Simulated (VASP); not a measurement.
# Y (P6_3/mmc) in VASP: further runs

The runs below take Y through single point, relaxation of cell and atoms, with LDA.

Everything below comes from runs of VASP 6.6.1. Logs are shortened: lines on timing, memory, paths and dates and some standing lists are left out, and cuts for length are marked.

## (1) The cell of the first run

Symmetry: P6_3/mmc, No. 194, hexagonal system. Conventional cell: a = 3.543 Å, b = 3.543 Å, c = 5.498 Å, α = 90.00°, β = 90.00°, γ = 120.00°. Y (site symmetry -6m2) has 12 Y at 3.43 to 3.54 Å within 4.5 Å.

## (2) Single point, LDA

INCAR reads:

```
PREC = Accurate
ENCUT = 520
EDIFF = 1E-7
ISMEAR = 0
SIGMA = 0.05
LREAL = False
LASPH = True
NELM = 100
ALGO = Normal
ISIF = 2
LWAVE = False
LCHARG = False
NBANDS = 18
```

KPOINTS reads:

```
regular mesh
0
Gamma
  14 14 8
```

POSCAR reads:

```
Y
1.0
    3.5429756383      0.0000000000      0.0000000000
   -1.7714878191      3.0683069078      0.0000000000
    0.0000000000      0.0000000000      5.4981999862
Y
2
Direct
    0.3333333333      0.6666666667      0.7500000000
    0.6666666667      0.3333333333      0.2500000000
```

Potentials or basis: VASP PAW LDA potentials, release 64 (Y_sv).

Started as:

```bash
> cat potpaw_LDA.64/Y_sv/POTCAR > POTCAR
> mpirun -np 1 vasp_std > vasp.out
```

OUTCAR:

```text
PREC = Accurate
   ENCUT = 520
   EDIFF = 1E-7
   ISMEAR = 0
   LREAL = False
   LASPH = True
   NELM = 100
   ISIF = 2

 ion  position               nearest neighbor table
   1  0.333  0.667  0.750-   2 3.43   2 3.43   2 3.43   2 3.43   2 3.43   2 3.43
   2  0.667  0.333  0.250-   1 3.43   1 3.43   1 3.43   1 3.43   1 3.43   1 3.43

  LATTYP: Found a hexagonal cell.
 ALAT       =     3.5429756383
 C/A-ratio  =     1.5518593825

  Lattice vectors:

 A1 = (   3.5429756383,   0.0000000000,   0.0000000000)
 A2 = (  -1.7714878191,   3.0683069078,   0.0000000000)
 A3 = (   0.0000000000,   0.0000000000,   5.4981999862)

Analysis of symmetry for initial positions (statically):
=====================================================================
 Subroutine PRICEL returns:
 Original cell was already a primitive cell.

 Routine SETGRP: Setting up the symmetry group for a
 hexagonal supercell.

 Subroutine GETGRP returns: Found 24 space group operations
 (whereof 12 operations were pure point group operations)
 out of a pool of 24 trial point group operations.

The static configuration has the point symmetry D_3d.
 The point group associated with its full space group is D_6h.

Analysis of symmetry for dynamics (positions and initial velocities):
=====================================================================
 Subroutine PRICEL returns:
 Original cell was already a primitive cell.

 Routine SETGRP: Setting up the symmetry group for a
 hexagonal supercell.

 Subroutine GETGRP returns: Found 24 space group operations
 (whereof 12 operations were pure point group operations)
 out of a pool of 24 trial point group operations.

The dynamic configuration has the point symmetry D_3d.
 The point group associated with its full space group is D_6h.

 Subroutine INISYM returns: Found 24 space group operations
 (whereof 12 operations are pure point group operations),
 and found     1 'primitive' translations

----------------------------------------------------------------------------------------

                                     Primitive cell

  volume of cell :      59.7706

  direct lattice vectors                    reciprocal lattice vectors
     3.542975638  0.000000000  0.000000000     0.282248624  0.162956319  0.000000000
    -1.771487819  3.068306908  0.000000000     0.000000000  0.325912638  0.000000000
     0.000000000  0.000000000  5.498199986     0.000000000  0.000000000  0.181877706

  length of vectors
     3.542975638  3.542975638  5.498199986     0.325912638  0.325912638  0.181877706

  position of ions in fractional coordinates (direct lattice)
     0.333333333  0.666666667  0.750000000
     0.666666667  0.333333333  0.250000000

  ion indices of the primitive-cell ions
   primitive index   ion index
                 1           1
                 2           2

----------------------------------------------------------------------------------------

 KPOINTS: regular mesh

Automatic generation of k-mesh.
 Grid dimensions read from file:
 generate k-points for:   14   14    8

 Generating k-lattice:

  Cartesian coordinates                     Fractional coordinates (reciprocal lattice)
     0.020160616  0.011639737  0.000000000     0.071428571  0.000000000  0.000000000
     0.000000000  0.023279474  0.000000000     0.000000000  0.071428571  0.000000000
     0.000000000  0.000000000  0.022734713     0.000000000  0.000000000  0.125000000

  Length of vectors
     0.023279474  0.023279474  0.022734713

  Shift w.r.t. Gamma in fractional coordinates (k-lattice)
     0.000000000  0.000000000  0.000000000

 Subroutine IBZKPT returns following result:
 ===========================================

 Found    120 irreducible k-points:

 Following reciprocal coordinates:
            Coordinates               Weight
  0.000000  0.000000  0.000000      1.000000
  0.071429  0.000000  0.000000      6.000000
  0.142857  0.000000  0.000000      6.000000
  0.214286  0.000000  0.000000      6.000000
  0.285714  0.000000  0.000000      6.000000
  0.357143  0.000000  0.000000      6.000000
[... 16 lines left out ...]
  0.285714  0.285714  0.000000      6.000000
  0.357143  0.285714  0.000000      6.000000
 [... further k-points ...]
   k-points           NKPTS =    120   k-points in BZ     NKDIM =    120   number of bands    NBANDS=     18
   number of dos      NEDOS =    301   number of ions     NIONS =      2
   total plane-waves  NPLWV =  32928
   dimension x,y,z NGX =    28 NGY =   28 NGZ =   42
   dimension x,y,z NGXF=    56 NGYF=   56 NGZF=   84
   ions per type =               2
   NGX,Y,Z   is equivalent  to a cutoff of  13.14, 13.14, 12.70 a.u.
   NGXF,Y,Z  is equivalent  to a cutoff of  26.28, 26.28, 25.40 a.u.
 SYSTEM =  unknown system
   PREC   = accura    normal or accurate (medium, high low for compatibility)
   ISTART =      0    job   : 0-new  1-cont  2-samecut
   ICHARG =      2    charge: 1-file 2-atom 10-const
   ISPIN  =      1    spin polarized calculation?
   LNONCOLLINEAR =      F non collinear calculations
   LSORBIT =      F    spin-orbit coupling
   LASPH  =      T    aspherical Exc in radial PAW
   ENCUT  =  520.0 eV  38.22 Ry    6.18 a.u.   6.59  6.59 10.22*2*pi/ulx,y,z
   NELM   =    100;   NELMIN=  2; NELMDL= -5     # of ELM steps
   EDIFF  = 0.1E-06   stopping-criterion for ELM
   LREAL  =      F    real-space projection
   EDIFFG = 0.1E-05   stopping-criterion for IOM
   NSW    =      0    number of steps for IOM
   IBRION =     -1    ionic relax: 0-MD 1-quasi-New 2-CG
   NFREE  =      0    steps in history (QN), initial steepest desc. (CG)
   ISIF   =      2    stress and relaxation
   ISYM   =      2    0-nonsym 1-usesym 2-fastsym
   POTIM  = 0.5000    time-step for ionic-motion
   TEBEG  =    0.0;   TEEND  =   0.0 temperature during run
   PSTRESS=    0.0 pullay stress
   NELECT =      22.0000    total number of electrons
   NUPDOWN=      -1.0000    fix difference up-down
   EMIN   =  10.00;   EMAX   =-10.00  energy-range for DOS
   EFERMI =   0.00;   METHOD = LEGACY
   ISMEAR =     0;   SIGMA  =   0.05  broadening in eV -4-tet -1-fermi 0-gaus
   EFERMI_NEDOS =   21; number of points for ismear=-14 and -15
   IALGO  =     38    algorithm
   IMIX   =      4    mixing-type and parameters
     AMIX     =   0.40;   BMIX     =  1.00
     AMIX_MAG =   1.60;   BMIX_MAG =  1.00
  volume/ion in A,a.u.               =      29.89       201.68
  Fermi-wavevector in a.u.,A,eV,Ry     =   1.173239  2.217101 18.728286  1.376490
  Thomas-Fermi vector in A             =   2.309655
   LORBIT       =      0    0 simple, 1 ext, 2 COOP (PROOUT), +10 PAW based schemes
   GGA     = CA    functional components
   LHFCALC =     F    Hartree Fock is set to
   AEXX    =    0.0000 exact exchange contribution
   IVDW    =     0    specifies the selected vdW correction
   LEPSILON=     F    determine dielectric tensor
   LRPA    =     F    only Hartree local field effects (RPA)
 non-spin polarized calculation
 Gauss-broadening in eV      SIGMA  =   0.05
  energy-cutoff  :      520.00
  volume of cell :       59.77
 maximum number of plane-waves:      1641
 NGX is ok and might be reduce to    28
   NGX = 13   NGY = 13   NGZ = 21

 number of electron      21.9999999 magnetization

 Free energy of the ion-electron system (eV)
  ---------------------------------------------------
  ext. energy  EPLUGINS =         0.00000000
  ---------------------------------------------------
  free energy    TOTEN  =       -13.89832120 eV

  energy without entropy =      -13.89475772  energy(sigma->0) =      -13.89653946

 E-fermi :   3.3099     XC(G=0): -10.0157

 val. band max:        3.3077130040   @ k =   0.2143   0.2143   0.3750
 cond. band min:       3.3137261960   @ k =   0.4286   0.0000   0.1250
 fundamental gap:      0.0060131919
 Fermi energy:         3.3098793774

 k-point     1 :       0.0000    0.0000    0.0000
  band No.  band energies     occupation
      1     -38.9390      2.00000
      2     -38.8213      2.00000
      3     -19.4826      2.00000
      4     -18.8224      2.00000
      5     -18.8224      2.00000
      6     -18.6940      2.00000
[... 10 lines left out ...]
     17       6.1606      0.00000
     18       6.1606      0.00000

 k-point     2 :       0.0714    0.0000    0.0000
  band No.  band energies     occupation
      1     -38.9351      2.00000
      2     -38.8201      2.00000
      3     -19.4701      2.00000
      4     -18.8476      2.00000
      5     -18.8312      2.00000
      6     -18.7207      2.00000
[... 10 lines left out ...]
     17       6.0044      0.00000
     18       6.0436      0.00000

 k-point     3 :       0.1429    0.0000    0.0000
  band No.  band energies     occupation
      1     -38.9241      2.00000
      2     -38.8167      2.00000
      3     -19.4335      2.00000
      4     -18.9185      2.00000
      5     -18.8551      2.00000
      6     -18.7941      2.00000
[... 10 lines left out ...]
     17       6.0826      0.00000
     18       6.1669      0.00000

 k-point     4 :       0.2143    0.0000    0.0000
  band No.  band energies     occupation
      1     -38.9076      2.00000
      2     -38.8124      2.00000
      3     -19.3767      2.00000
      4     -19.0212      2.00000
      5     -18.8962      2.00000
      6     -18.8883      2.00000
[... 375 lines left out ...]
      4     -19.1382      2.00000
      5     -19.0772      2.00000
      6     -19.0675      2.00000
[... 10 lines left out ...]
     17       8.6003      0.00000
     18       8.9722      0.00000

 k-point    23 :       0.2857    0.2857    0.0000
  band No.  band energies     occupation
      1     -38.8344      2.00000
      2     -38.8127      2.00000
      3     -19.2478      2.00000
      4     -19.1479      2.00000
      5     -19.0668      2.00000
      6     -19.0630      2.00000
[... 10 lines left out ...]
     17       8.4958      0.00000
     18       8.9160      0.00000

 k-point    24 :       0.3571    0.2857    0.0000
  band No.  band energies     occupation
      1     -38.8267      2.00000
      2     -38.8172      2.00000
      3     -19.2512      2.00000
      4     -19.1125      2.00000
      5     -19.1106      2.00000
      6     -19.0217      2.00000
[... 10 lines left out ...]
     17       8.5297      0.00000
     18       8.8975      0.00000

 [... further k-points ...]
[... 5 lines left out ...]
  --------------------------------------------------------------------------------------
  -------------------------------------------------------------------------------------
  Total       -0.0320554     -0.0320554     -0.0456998     -0.0000000     -0.0000000      0.0000000
  in kB       -0.8592597     -0.8592597     -1.2250043     -0.0000000     -0.0000000      0.0000000
  external PRESSURE =      -0.9811745 kB  Pullay stress =       0.0000000 kB

 VOLUME and BASIS-vectors are now :
 -----------------------------------------------------------------------------
  energy-cutoff  :      520.00
  volume of cell :       59.77
      direct lattice vectors                 reciprocal lattice vectors
     3.542975638  0.000000000  0.000000000     0.282248624  0.162956319  0.000000000
    -1.771487819  3.068306908  0.000000000     0.000000000  0.325912638  0.000000000
     0.000000000  0.000000000  5.498199986     0.000000000  0.000000000  0.181877706

 POSITION                                       TOTAL-FORCE (eV/Angst)
 -----------------------------------------------------------------------------------
     -0.00000      2.04554      4.12365        -0.000000     -0.000000      0.000000
      1.77149      1.02277      1.37455         0.000000      0.000000      0.000000
 -----------------------------------------------------------------------------------
    total drift:                               -0.000000      0.000000     -0.000000

  FREE ENERGIE OF THE ION-ELECTRON SYSTEM (eV)
  ---------------------------------------------------
  free  energy   TOTEN  =       -13.8983212028 eV

  energy  without entropy=      -13.8947577161  energy(sigma->0) =      -13.89653946
```

It took 2.4 min on 1 thread of Oxide Virtual Turin-like, shared host; peak memory 0.21 GiB.

What came out:

```
Free energy            : -13.8983 eV
Pressure               : -0.1 GPa
Band gap on the k mesh : zero (band 11 reaches 4.67 eV, above the bottom of band 12 at 2.84 eV)
```

## (3) Relaxation of cell and atoms, LDA

This run uses another cell than the first one, of 33.08 Å³/atom, 1.107 times its volume.

INCAR reads:

```
SYSTEM = Y
PREC = Accurate
ENCUT = 600
EDIFF = 1E-6
ISMEAR = 0
SIGMA = 0.05
LREAL = .FALSE.
LASPH = .TRUE.
NELM = 100
ALGO = Normal
ISIF = 3
LWAVE = .FALSE.
LCHARG = .FALSE.
GGA = CA
IBRION = 2
NSW = 80
EDIFFG = -0.01
```

KPOINTS reads:

```
regular mesh
0
G
  14 14 8
  0 0 0
```

POSCAR reads:

```
Y
1.0
    3.6500000000      0.0000000000      0.0000000000
   -1.8250000000      3.1609927238      0.0000000000
    0.0000000000      0.0000000000      5.7341500000
Y
2
Direct
    0.3333333333      0.6666666667      0.7500000000
    0.6666666667      0.3333333333      0.2500000000
```

Potentials or basis: VASP PAW LDA potentials, release 64 (Y_sv).

Started as:

```bash
> cat potpaw_LDA.64/Y_sv/POTCAR > POTCAR
> mpirun -np 1 vasp_std > vasp.out
```

It took 12 min on 1 thread of Oxide Virtual Turin-like, shared host; peak memory 0.26 GiB.

The run converged. Its results:

```yaml
Free_energy: -13.8987 eV
Relaxed_volume: 29.80 Å³/atom
Relaxed_cell: a = 3.540 Å, b = 3.540 Å, c = 5.492 Å, α = 90.00°, β = 90.00°, γ = 120.00°
Space_group_after_relaxing_to_0.05_Å: P6_3/mmc (No. 194)
Energy_gained_by_relaxing: 44.5 meV/atom
Ionic_steps: 7
Pressure_after_relaxing: 0.0 GPa
Band_gap_on_the_k_mesh: zero (band 11 reaches 4.69 eV, above the bottom of band 12 at 2.86 eV)
```

Step by step:
```
step  energy change (eV)  largest force (eV/Å)  pressure (GPa)  volume (Å³)
   1              0.0000                0.0000           -4.00        66.16
   2             -0.0861                0.0000            0.88        58.57
   3             -0.0889                0.0000            0.03        59.62
   4             -0.0888                0.0000           -0.08        59.74
   5             -0.0890                0.0000           -0.09        59.76
   6             -0.0890                0.0000           -0.09        59.77
   7             -0.0890                0.0000            0.03        59.61
```

Final structure:
```xyz
2
Lattice="3.5401 0.0000 0.0000 -1.7701 3.0658 0.0000 0.0000 0.0000 5.4918" Properties=species:S:1:pos:R:3 pbc="T T T"
Y     0.0000    2.0439    4.1189
Y     1.7701    1.0219    1.3730
```

Levels at points of the mesh, in eV from the Fermi level:
| k point | band 7 | band 8 | band 9 | band 10 | band 11 | band 12 | band 13 | band 14 | band 15 |
| --- | --- | --- | --- | --- | --- | --- | --- | --- | --- |
| (0.00, 0.00, 0.00) | -22.00 | -21.94 | -4.82 | -2.03 | 1.37 | 1.74 | 1.74 | 2.19 | 2.45 |
| (0.50, 0.00, 0.00) | -22.16 | -22.07 | -1.73 | -1.40 | -0.97 | 0.08 | 1.40 | 1.59 | 2.28 |
| (0.00, 0.00, 0.50) | -22.06 | -22.06 | -3.24 | -3.24 | 1.01 | 1.01 | 1.64 | 1.64 | 1.64 |
| (0.50, 0.00, 0.50) | -22.15 | -22.15 | -1.82 | -1.82 | 0.04 | 0.04 | 1.69 | 1.69 | 2.89 |
